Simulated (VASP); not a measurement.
Here is a VASP 6.6.1 calculation.

The input INCAR:

```
ALGO     = Fast           # electronic algorithm
EDIFF    = 1E-6           # SCF threshold, eV
EDIFFG   = -0.01          # ionic threshold
ENCUT    = 600            # plane-wave cutoff, eV
GGA      = RP             # functional
IBRION   = 2              # ionic algorithm
ISIF     = 3              # what is computed and relaxed
ISMEAR   = -1             # smearing method
IVDW     = 13             # dispersion correction
LASPH    = T              # aspherical terms in the spheres
LCHARG   = F              # write CHGCAR
LREAL    = F              # projectors in reciprocal space
LWAVE    = F              # write WAVECAR
NELM     = 100            # most SCF steps
NSW      = 60             # ionic steps
PREC     = Accurate       # precision mode
SIGMA    = 0.05           # smearing width, eV
```

KPOINTS

```
k-points
0
Gamma
  12 12 12
```

The input POSCAR:

```
Pt
1.0
   -1.5842200000      1.5842200000      1.5842200000
    1.5842200000     -1.5842200000      1.5842200000
    1.5842200000      1.5842200000     -1.5842200000
Pt
1
Direct
    0.0000000000      0.0000000000      0.0000000000
```

Potentials or basis: VASP PAW PBE potentials, release 64 (Pt).

Command:

```console
$ cat potpaw_PBE.64/Pt/POTCAR > POTCAR
$ mpirun -np 1 vasp_std > vasp.out
```

**Question.** What does it give for the relaxed volume?

**Answer.** 15.22 Å³/atom.

**Question.** What does it give for the relaxed cell?

**Answer.** a = 2.704 Å, b = 2.704 Å, c = 2.704 Å, α = 109.47°, β = 109.47°, γ = 109.47°.

**Question.** Estimate the band gap on the k mesh.

**Answer.** Zero (band 5 reaches 12.05 eV, above the bottom of band 6 at 9.73 eV).

**Question.** What does it give for the space group after relaxing (to 0.05 Å)?

**Answer.** Im-3m (No. 229).

Final structure:
```
CELL_PARAMETERS angstrom
-1.56115 1.56115 1.56115
1.56115 -1.56115 1.56115
1.56115 1.56115 -1.56115
ATOMIC_POSITIONS crystal
Pt 0.00000 0.00000 0.00000
```

Caveat: the PAW data sets were made with another functional, which shifts forces and pressure a little; spin-orbit coupling is left out, which moves the levels of the heavy elements; pairwise dispersion overbinds metals, which lowers pressure and volume.
